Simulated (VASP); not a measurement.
# WS3 (P4/mmm) in VASP: a series of runs

Runs on WS3. Level: PBE. Tasks: single point, relaxation of cell and atoms.

All numbers are computed with VASP 6.6.1; they aren't measurements. Logs are shortened: lines on timing, memory, paths and dates and some standing lists are left out, and cuts for length are marked.

## 1. The cell of the first run

The structure is tetragonal, space group P4/mmm (No. 123). The conventional cell has a = 4.458 Å, b = 4.458 Å, c = 2.949 Å, α = 90.00°, β = 90.00°, γ = 90.00°. W (site symmetry 4/mmm) has 12 S at 2.67 to 3.15 Å and 2 W at 2.95 Å within 3.5 Å. S (site symmetry mmm) has 4 W at 2.67 Å and 10 S at 2.67 to 3.15 Å within 3.5 Å. Within 3.5 Å of S (site symmetry 4/mmm) lie 10 S at 2.67 to 2.95 Å and 4 W at 3.15 Å.

## 2. Single point, PBE, collinear spin

INCAR reads:

```
  PREC = Accurate
  ENCUT = 500
  EDIFF = 1E-6
  ISMEAR = 0
  SIGMA = 0.1
  LREAL = F
  LASPH = T
  NELM = 200
  ALGO = Normal
  ISIF = 2
  LWAVE = F
  LCHARG = T
  ISPIN = 2
  MAGMOM = 1.97 0.11 0.11 0
  LORBIT = 11
  LMAXMIX = 4
  GGA = PE
  LELF = T
  LVHAR = T
  NBANDS = 28
  GGA_COMPAT = F
```

KPOINTS reads:

```
Automatic mesh
0
Gamma
  4 4 4
```

POSCAR reads:

```
WS3
1.0
    4.4580498554      0.0000000000      0.0000000000
    0.0000000000      4.4580498554      0.0000000000
    0.0000000000      0.0000000000      2.9491637976
W S
1 3
Direct
    0.0000000000      0.0000000000      0.0000000000
    0.0000000000      0.5000000000      0.5000000000
    0.5000000000      0.0000000000      0.5000000000
    0.5000000000      0.5000000000      0.0000000000
```

Potentials or basis: VASP PAW PBE potentials, release 64 (W_sv, S).

On the command line:

```sh
> cat potpaw_PBE.64/W_sv/POTCAR potpaw_PBE.64/S/POTCAR > POTCAR
> mpirun -np 1 vasp_std > vasp.out
```

OUTCAR:

```text
PREC = Accurate
   ENCUT = 500
   EDIFF = 1E-6
   ISMEAR = 0
   LREAL = F
   LASPH = T
   NELM = 200
   ISIF = 2
   ISPIN = 2
   LORBIT = 11
   GGA = PE

 ion  position               nearest neighbor table
   1  0.000  0.000  0.000-   2 2.67   3 2.67   2 2.67   3 2.67   2 2.67   2 2.67   3 2.67   3 2.67

   2  0.000  0.500  0.500-   1 2.67   4 2.67   1 2.67   4 2.67   1 2.67   1 2.67   4 2.67   4 2.67

   3  0.500  0.000  0.500-   1 2.67   4 2.67   1 2.67   4 2.67   4 2.67   4 2.67   1 2.67   1 2.67

   4  0.500  0.500  0.000-   2 2.67   3 2.67   2 2.67   3 2.67   3 2.67   3 2.67   2 2.67   2 2.67

  LATTYP: Found a simple tetragonal cell.
 ALAT       =     4.4580498554
 C/A-ratio  =     0.6615367466

  Lattice vectors:

 A1 = (   4.4580498554,   0.0000000000,   0.0000000000)
 A2 = (   0.0000000000,   4.4580498554,   0.0000000000)
 A3 = (   0.0000000000,   0.0000000000,   2.9491637976)

Analysis of symmetry for initial positions (statically):
=====================================================================
 Subroutine PRICEL returns:
 Original cell was already a primitive cell.

 Routine SETGRP: Setting up the symmetry group for a
 simple tetragonal supercell.

 Subroutine GETGRP returns: Found 16 space group operations
 (whereof 16 operations were pure point group operations)
 out of a pool of 16 trial point group operations.

The static configuration has the point symmetry D_4h.

Analysis of symmetry for dynamics (positions and initial velocities):
=====================================================================
 Subroutine PRICEL returns:
 Original cell was already a primitive cell.

 Routine SETGRP: Setting up the symmetry group for a
 simple tetragonal supercell.

 Subroutine GETGRP returns: Found 16 space group operations
 (whereof 16 operations were pure point group operations)
 out of a pool of 16 trial point group operations.

The dynamic configuration has the point symmetry D_4h.

Analysis of structural, dynamic, and magnetic symmetry:
=====================================================================
 Subroutine PRICEL returns:
 Original cell was already a primitive cell.

 Routine SETGRP: Setting up the symmetry group for a
 simple tetragonal supercell.

 Subroutine GETGRP returns: Found 16 space group operations
 (whereof 16 operations were pure point group operations)
 out of a pool of 16 trial point group operations.

The overall configuration has the point symmetry D_4h.

 Subroutine INISYM returns: Found 16 space group operations
 (whereof 16 operations are pure point group operations),
 and found     1 'primitive' translations

----------------------------------------------------------------------------------------

                                     Primitive cell

  volume of cell :      58.6123

  direct lattice vectors                    reciprocal lattice vectors
     4.458049855  0.000000000  0.000000000     0.224313328  0.000000000  0.000000000
     0.000000000  4.458049855  0.000000000     0.000000000  0.224313328  0.000000000
     0.000000000  0.000000000  2.949163798     0.000000000  0.000000000  0.339079166

  length of vectors
     4.458049855  4.458049855  2.949163798     0.224313328  0.224313328  0.339079166

  position of ions in fractional coordinates (direct lattice)
     0.000000000  0.000000000  0.000000000
     0.000000000  0.500000000  0.500000000
     0.500000000  0.000000000  0.500000000
     0.500000000  0.500000000  0.000000000

  ion indices of the primitive-cell ions
   primitive index   ion index
                 1           1
                 2           2
                 3           3
                 4           4

----------------------------------------------------------------------------------------

 KPOINTS: Automatic mesh

Automatic generation of k-mesh.
 Grid dimensions read from file:
 generate k-points for:    4    4    4

 Generating k-lattice:

  Cartesian coordinates                     Fractional coordinates (reciprocal lattice)
     0.056078332  0.000000000  0.000000000     0.250000000  0.000000000  0.000000000
     0.000000000  0.056078332  0.000000000     0.000000000  0.250000000  0.000000000
     0.000000000  0.000000000  0.084769791     0.000000000  0.000000000  0.250000000

  Length of vectors
     0.056078332  0.056078332  0.084769791

  Shift w.r.t. Gamma in fractional coordinates (k-lattice)
     0.000000000  0.000000000  0.000000000

 Subroutine IBZKPT returns following result:
 ===========================================

 Found     18 irreducible k-points:

 Following reciprocal coordinates:
            Coordinates               Weight
  0.000000  0.000000  0.000000      1.000000
  0.250000  0.000000  0.000000      4.000000
  0.500000  0.000000  0.000000      2.000000
  0.250000  0.250000  0.000000      4.000000
  0.500000  0.250000  0.000000      4.000000
  0.500000  0.500000  0.000000      1.000000
[... 10 lines left out ...]
[... 90 lines left out ...]
     28      22.7164      0.00000

 k-point     2 :       0.2500    0.0000    0.0000
  band No.  band energies     occupation
      1     -64.4999      1.00000
      2     -28.7453      1.00000
      3     -28.7411      1.00000
      4     -28.3469      1.00000
      5      -6.9102      1.00000
      6      -4.1185      1.00000
[... 20 lines left out ...]
     27      20.7779      0.00000
     28      21.7401      0.00000

 k-point     3 :       0.5000    0.0000    0.0000
  band No.  band energies     occupation
      1     -64.4998      1.00000
      2     -28.7492      1.00000
      3     -28.7409      1.00000
      4     -28.3468      1.00000
      5      -6.1953      1.00000
      6      -5.0909      1.00000
[... 429 lines left out ...]
      2     -28.7883      1.00000
      3     -28.6960      1.00000
      4     -28.6933      1.00000
      5      -3.3525      1.00000
      6      -3.0425      1.00000
[... 20 lines left out ...]
     27      19.6330      0.00000
     28      21.2966      0.00000

 k-point    18 :       0.5000    0.5000    0.5000
  band No.  band energies     occupation
      1     -64.4775      1.00000
      2     -28.7876      1.00000
      3     -28.6958      1.00000
      4     -28.6958      1.00000
      5      -3.1771      1.00000
      6      -3.1771      1.00000
[... 20 lines left out ...]
     27      21.1199      0.00000
     28      23.8804      0.00000
 Fermi energy:        10.1301384226

 spin component 2

 k-point     1 :       0.0000    0.0000    0.0000
  band No.  band energies     occupation
      1     -64.4999      1.00000
      2     -28.7413      1.00000
      3     -28.7413      1.00000
      4     -28.3471      1.00000
      5      -7.2962      1.00000
      6      -3.6417      1.00000
[... 20 lines left out ...]
     27      20.4811      0.00000
     28      22.7164      0.00000

 k-point     2 :       0.2500    0.0000    0.0000
  band No.  band energies     occupation
      1     -64.4999      1.00000
      2     -28.7452      1.00000
      3     -28.7411      1.00000
      4     -28.3469      1.00000
      5      -6.9102      1.00000
      6      -4.1186      1.00000
[... 20 lines left out ...]
     27      20.7778      0.00000
     28      21.7401      0.00000

 k-point     3 :       0.5000    0.0000    0.0000
  band No.  band energies     occupation
      1     -64.4998      1.00000
      2     -28.7491      1.00000
      3     -28.7409      1.00000
      4     -28.3468      1.00000
      5      -6.1954      1.00000
      6      -5.0910      1.00000
[... 430 lines left out ...]
      3     -28.6960      1.00000
      4     -28.6933      1.00000
      5      -3.3526      1.00000
      6      -3.0425      1.00000
[... 20 lines left out ...]
     27      19.6329      0.00000
     28      21.2965      0.00000

 k-point    18 :       0.5000    0.5000    0.5000
  band No.  band energies     occupation
      1     -64.4774      1.00000
      2     -28.7876      1.00000
      3     -28.6958      1.00000
      4     -28.6958      1.00000
      5      -3.1771      1.00000
      6      -3.1771      1.00000
[... 20 lines left out ...]
     27      21.1199      0.00000
     28      23.9153      0.00000

------------------------ aborting loop because EDIFF is reached ----------------------------------------

  FORCE on cell =-STRESS in cart. coord.  units (eV):
  Direction    XX          YY          ZZ          XY          YZ          ZX
  --------------------------------------------------------------------------------------
  -------------------------------------------------------------------------------------
  Total       -0.0253491     -0.0253491      0.0297529      0.0000000     -0.0000000     -0.0000000
  in kB       -0.6929223     -0.6929223      0.8133017      0.0000000     -0.0000000     -0.0000000
  external PRESSURE =      -0.1908477 kB  Pullay stress =       0.0000000 kB

 VOLUME and BASIS-vectors are now :
 -----------------------------------------------------------------------------
  energy-cutoff  :      500.00
  volume of cell :       58.61
      direct lattice vectors                 reciprocal lattice vectors
     4.458049855  0.000000000  0.000000000     0.224313328  0.000000000  0.000000000
     0.000000000  4.458049855  0.000000000     0.000000000  0.224313328  0.000000000
     0.000000000  0.000000000  2.949163798     0.000000000  0.000000000  0.339079166

 POSITION                                       TOTAL-FORCE (eV/Angst)
 -----------------------------------------------------------------------------------
      0.00000      0.00000      0.00000         0.000000      0.000000      0.000000
      0.00000      2.22902      1.47458         0.000000      0.000000      0.000000
      2.22902      0.00000      1.47458         0.000000      0.000000      0.000000
      2.22902      2.22902      0.00000         0.000000      0.000000      0.000000
 -----------------------------------------------------------------------------------
    total drift:                               -0.000000      0.000000      0.000000

  FREE ENERGIE OF THE ION-ELECTRON SYSTEM (eV)
  ---------------------------------------------------
  free  energy   TOTEN  =       -21.8212653624 eV

  energy  without entropy=      -21.8113529758  energy(sigma->0) =      -21.81630917

 total charge

# of ion       s       p       d       tot
------------------------------------------
    1        2.304   6.169   3.303  11.776
    2        1.382   2.215   0.000   3.597
    3        1.382   2.215   0.000   3.597
    4        1.456   2.016   0.000   3.472
--------------------------------------------------
tot          6.524  12.615   3.303  22.442

 magnetization (x)

# of ion       s       p       d       tot
------------------------------------------
    1       -0.000  -0.000   0.000   0.000
    2       -0.000  -0.000   0.000  -0.000
    3       -0.000  -0.000   0.000  -0.000
    4        0.000   0.000   0.000   0.000
--------------------------------------------------
tot         -0.000  -0.000   0.000   0.000
```

Wall time 57 s (1 thread of Intel Xeon Platinum 8488C (Sapphire Rapids), shared host); peak memory 0.21 GiB.

Results:

| Item | Value |
| --- | --- |
| Free energy | -21.8213 eV |
| Pressure | 0.0 GPa |
| Band gap on the k mesh | zero (filled and empty bands overlap) |
| Net moment | 0.00 μB per cell |
| Valence electrons inside the program's atomic spheres | W 11.78; S 3.60, 3.47 (each value once) |

Stress tensor (GPa, compression positive):
```
-0.07  0.00  0.00
 0.00 -0.07  0.00
 0.00  0.00  0.08
```

Levels at points of the mesh, in eV from the Fermi level:
Spin up:
```csv
k point,band 12,band 13,band 14,band 15,band 16,band 17,band 18,band 19,band 20,band 21
"(0.00, 0.00, 0.00)",-3.24,-2.61,-1.95,0.04,0.53,0.53,0.99,1.56,2.15,2.83
"(0.50, 0.00, 0.00)",-2.78,-2.10,-0.70,-0.47,0.57,0.59,0.66,1.37,2.89,3.76
"(0.50, 0.50, 0.00)",-2.17,-2.16,-2.11,-2.11,-1.75,-0.62,1.28,3.53,3.53,4.61
"(0.00, 0.00, 0.50)",-4.18,-3.87,-3.87,-2.26,-2.26,-0.56,3.31,3.61,4.61,4.66
"(0.50, 0.00, 0.50)",-4.44,-3.67,-3.61,-1.73,-1.12,1.20,1.42,2.02,3.68,3.95
"(0.50, 0.50, 0.50)",-1.87,-1.13,-0.92,-0.46,-0.46,-0.39,-0.17,0.74,0.74,1.75
```
Spin down:
```csv
k point,band 12,band 13,band 14,band 15,band 16,band 17,band 18,band 19,band 20,band 21
"(0.00, 0.00, 0.00)",-3.24,-2.61,-1.95,0.03,0.53,0.53,0.99,1.56,2.15,2.83
"(0.50, 0.00, 0.00)",-2.78,-2.10,-0.70,-0.47,0.57,0.59,0.66,1.37,2.89,3.76
"(0.50, 0.50, 0.00)",-2.17,-2.16,-2.11,-2.11,-1.75,-0.62,1.28,3.53,3.53,4.61
"(0.00, 0.00, 0.50)",-4.18,-3.87,-3.87,-2.26,-2.26,-0.56,3.31,3.61,4.61,4.66
"(0.50, 0.00, 0.50)",-4.44,-3.67,-3.61,-1.73,-1.12,1.20,1.42,2.02,3.68,3.95
"(0.50, 0.50, 0.50)",-1.87,-1.13,-0.92,-0.46,-0.46,-0.39,-0.17,0.74,0.74,1.75
```

Caveat: the k points lie up to 0.53 Å⁻¹ apart, too coarse for converged energies and pressures of a metal; spin-orbit coupling is left out, which moves the levels of the heavy elements.

## 3. Single point, PBE

This run uses another cell than the first one, of 14.59 Å³/atom.

INCAR reads:

```
SYSTEM = WS3
  PREC = Accurate
  ENCUT = 500
  EDIFF = 1E-6
  ISMEAR = 0
  SIGMA = 0.1
  LREAL = .FALSE.
  LASPH = .TRUE.
  NELM = 120
  ALGO = Normal
  ISIF = 2
  LWAVE = .FALSE.
  LCHARG = .FALSE.
  GGA = PE
  NBANDS = 24
  GGA_COMPAT = .FALSE.
```

KPOINTS reads:

```
Automatic mesh
0
G
  10 10 16
  0 0 0
```

POSCAR reads:

```
WS3
1.0
    4.4250537780      0.0000000000      0.0000000000
    0.0000000000      4.4250537780      0.0000000000
    0.0000000000      0.0000000000      2.9799196057
W S
1 3
Direct
    0.0000000000      0.0000000000      0.0000000000
    0.0000000000      0.5000000000      0.5000000000
    0.5000000000      0.0000000000      0.5000000000
    0.5000000000      0.5000000000      0.0000000000
```

Potentials or basis: VASP PAW PBE potentials, release 64 (W_sv, S).

On the command line:

```sh
> cat potpaw_PBE.64/W_sv/POTCAR potpaw_PBE.64/S/POTCAR > POTCAR
> mpirun -np 1 vasp_std > vasp.out
```

It took 2.3 min on 1 thread of Intel Xeon Platinum 8488C (Sapphire Rapids), shared host; peak memory 0.32 GiB.

The run converged. Its results:

| Property | Result |
| --- | --- |
| Free energy | -21.9373 eV |
| Pressure | 0.0 GPa |
| Band gap on the k mesh | zero (bands 16 and 17 overlap by 1.72 eV) |

Levels at points of the mesh, in eV from the Fermi level:
| k point | band 13 | band 14 | band 15 | band 16 | band 17 | band 18 | band 19 | band 20 |
| --- | --- | --- | --- | --- | --- | --- | --- | --- |
| (0.00, 0.00, 0.00) | -2.92 | -2.08 | -0.22 | 0.18 | 0.18 | 0.82 | 1.35 | 2.04 |
| (0.50, 0.00, 0.00) | -2.12 | -1.00 | -0.45 | 0.25 | 0.40 | 0.59 | 1.23 | 2.82 |
| (0.50, 0.50, 0.00) | -2.29 | -2.17 | -2.17 | -1.68 | -0.81 | 1.06 | 3.33 | 3.33 |
| (0.00, 0.00, 0.50) | -3.95 | -3.95 | -2.32 | -2.32 | -0.76 | 3.24 | 3.26 | 4.41 |
| (0.50, 0.00, 0.50) | -3.83 | -3.71 | -1.86 | -1.18 | 1.23 | 1.35 | 2.06 | 3.41 |
| (0.50, 0.50, 0.50) | -1.19 | -1.07 | -0.55 | -0.55 | -0.39 | -0.31 | 0.79 | 0.79 |

Caveat: spin-orbit coupling is left out, which moves the levels of the heavy elements.

## 4. Relaxation of cell and atoms, PBE

This run uses another cell than the first one, of 14.61 Å³/atom.

INCAR reads:

```
SYSTEM = WS3
PREC = Accurate
ENCUT = 500
EDIFF = 1E-7
ISMEAR = 0
SIGMA = 0.1
LREAL = .FALSE.
LASPH = .TRUE.
NELM = 120
ALGO = Normal
ISIF = 3
LWAVE = .FALSE.
LCHARG = .FALSE.
GGA = PE
IBRION = 2
NSW = 100
EDIFFG = -0.01
GGA_COMPAT = .FALSE.
NELMIN = 4
```

KPOINTS reads:

```
regular mesh
0
G
  10 10 16
  0 0 0
```

POSCAR reads:

```
WS3
1.0
    4.4621633539      0.0000000000      0.0000000000
    0.0000000000      4.4621633539      0.0000000000
    0.0000000000      0.0000000000      2.9353945163
W S
1 3
Direct
    0.0000000000      0.0000000000      0.0000000000
    0.0000000000      0.5000000000      0.5000000000
    0.5000000000      0.0000000000      0.5000000000
    0.5000000000      0.5000000000      0.0000000000
```

On the command line:

```sh
> cat potpaw_PBE.64/W_sv/POTCAR potpaw_PBE.64/S/POTCAR > POTCAR
> mpirun -np 1 vasp_std > vasp.out
```

Wall time 6.5 min (1 thread of Intel Xeon Platinum 8488C (Sapphire Rapids), shared host); peak memory 0.33 GiB.

The run converged. Its results:

```
Free energy                           : -21.9373 eV
Relaxed volume                        : 14.59 Å³/atom
Relaxed cell                          : a = 4.426 Å, b = 4.426 Å, c = 2.979 Å, α = 90.00°, β = 90.00°, γ = 90.00°
Space group after relaxing (to 0.1 Å) : P4/mmm (No. 123)
Energy gained by relaxing             : 4.0 meV/atom
Ionic steps                           : 6
Pressure after relaxing               : 0.0 GPa
Band gap on the k mesh                : zero (bands 16 and 17 overlap by 1.72 eV)
```

Stress tensor (GPa, compression positive):
```
-0.03  0.00  0.00
 0.00 -0.03  0.00
 0.00  0.00  0.06
```

Step by step:
```
step  energy change (eV)  largest force (eV/Å)  pressure (GPa)  volume (Å³)
   1              0.0000                0.0000           -0.06        58.45
   2             -0.0159                0.0000           -0.11        58.39
   3             -0.0160                0.0000           -0.11        58.39
   4             -0.0160                0.0000           -0.11        58.40
   5             -0.0160                0.0000            0.09        58.31
   6             -0.0160                0.0000            0.00        58.35
```

Final structure:
```yaml
crystal:
  lattice:
    - [4.42566, 0.00000, 0.00000]
    - [0.00000, 4.42566, 0.00000]
    - [0.00000, 0.00000, 2.97908]
  atoms:
    - { symbol: W, position: [0.00000, 0.00000, 0.00000] }
    - { symbol: S, position: [0.00000, 0.50000, 0.50000] }
    - { symbol: S, position: [0.50000, 0.00000, 0.50000] }
    - { symbol: S, position: [0.50000, 0.50000, 0.00000] }
```

Levels at points of the mesh, in eV from the Fermi level:
```csv
k point,band 14,band 15,band 16,band 17,band 18,band 19
"(0.00, 0.00, 0.00)",-2.08,-0.22,0.18,0.18,0.82,1.35
"(0.50, 0.00, 0.00)",-0.99,-0.45,0.25,0.40,0.59,1.23
"(0.50, 0.50, 0.00)",-2.17,-2.17,-1.69,-0.81,1.07,3.33
"(0.00, 0.00, 0.50)",-3.95,-2.32,-2.32,-0.76,3.24,3.26
"(0.50, 0.00, 0.50)",-3.71,-1.86,-1.18,1.22,1.35,2.06
"(0.50, 0.50, 0.50)",-1.08,-0.56,-0.56,-0.39,-0.31,0.79
```

Caveat: spin-orbit coupling is left out, which moves the levels of the heavy elements.

## 5. Overview

```csv
task,spin,cell,k mesh,gap on the mesh (eV),pressure (GPa)
single point,collinear,"a = 4.458, b = 4.458, c = 2.949 Å, 4 atoms",4 × 4 × 4,none,0.0
single point,off,"a = 4.425, b = 4.425, c = 2.980 Å, 4 atoms",10 × 10 × 16,none,0.0
relaxation of cell and atoms,off,"relaxed from a = 4.462, b = 4.462, c = 2.935 Å, 4 atoms",10 × 10 × 16,none,0.0
```

Alike in all rows: level PBE; potentials or basis VASP PAW PBE potentials, release 64 (W_sv, S); cutoff (eV) 500; smearing gaussian 0.1 eV.

Caveats: some runs use coarse meshes; spin-orbit coupling is left out, which moves the levels of the heavy elements.

Absolute energies hang on the potentials; compare differences alone.
